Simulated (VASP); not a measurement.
Crystal: BeCd2Se3.

```
Be Cd Se
1.0
     4.33440    0.00000    0.00000
     0.00000    4.33440    0.00000
     0.00000    0.00000    7.39046
Be Cd Se
1 2 3
Direct
  0.00000 0.00000 0.72715
  0.50000 0.50000 0.93059
  0.50000 0.50000 0.54259
  0.00000 0.00000 0.22092
  0.50000 0.00000 0.76177
  0.00000 0.50000 0.76177
```

The cell was generated, and may not be a known phase.

```yaml
Program: VASP 6.6.1
Task: relaxation of cell and atoms
Functional: PBE
Potentials_or_basis: VASP PAW PBE potentials, release 64 (Be, Cd, Se)
Cutoff: 600 eV
k_mesh: 4 × 4 × 4
Occupations: gaussian, width 0.1 eV
Spin: no spin polarisation
```

At the start: pressure 15.9 GPa; volume 23.14 Å³/atom.

Problem. How do energy, volume and symmetry change on relaxing?

Solution. Over 50 steps the energy falls by 766.6 meV/atom and the volume is 22.47 Å³/atom (-2.9 %); space group P4mm (No. 99, to 0.1 Å) before and after.

Step by step:
```
step  energy change (eV)  largest force (eV/Å)  pressure (GPa)  volume (Å³)
   1              0.0000                5.3118           15.87       138.85
   3             -2.1023                1.1490           -1.74       170.57
   5             -2.9179                1.2698           -0.79       148.53
   7             -3.1477                1.4762            1.17       138.35
   9             -3.4805                0.5357            2.64       128.54
  11             -3.5294                0.2974            1.13       131.38
  13             -3.5500                0.3394           -0.47       135.37
  15             -3.6196                0.6299           -0.55       135.44
  17             -3.9211                1.3431           -0.05       134.76
  19             -3.9772                1.2923            0.67       133.91
  21             -3.9942                1.3452            0.23       134.40
  23             -4.0645                1.2220            0.21       134.70
  25             -4.1769                1.0097            0.18       135.20
  27             -4.4600                1.0338            0.30       136.76
  29             -4.4644                0.9581            0.16       136.63
  31             -4.5389                0.5501           -0.01       137.72
  33             -4.5600                0.3902           -0.19       137.97
  35             -4.5905                0.1430            0.02       136.78
  37             -4.5926                0.0644           -0.02       136.94
  39             -4.5933                0.0704           -0.05       136.93
  41             -4.5934                0.1605            0.38       135.25
  43             -4.5949                0.0795            0.14       136.08
  45             -4.5963                0.0711           -0.12       136.14
  47             -4.5988                0.0524           -0.05       135.41
  49             -4.5993                0.0697            0.01       134.92
  50             -4.5999                0.0372            0.02       134.80
```

Final structure:
```xyz
6
Lattice="4.4861 0.0000 0.0000 0.0000 4.4861 0.0000 0.0000 0.0000 6.6983" Properties=species:S:1:pos:R:3 pbc="T T T"
Be    0.0000    0.0000    4.2447
Cd    2.2430    2.2430    0.1915
Cd    2.2430    2.2430    2.9633
Se    0.0000    0.0000    2.0482
Se    2.2430    0.0000    5.1388
Se    0.0000    2.2430    5.1388
```

Caveat: the k points lie up to 0.35 Å⁻¹ apart in the final cell, too coarse for converged energies and pressures of a metal.
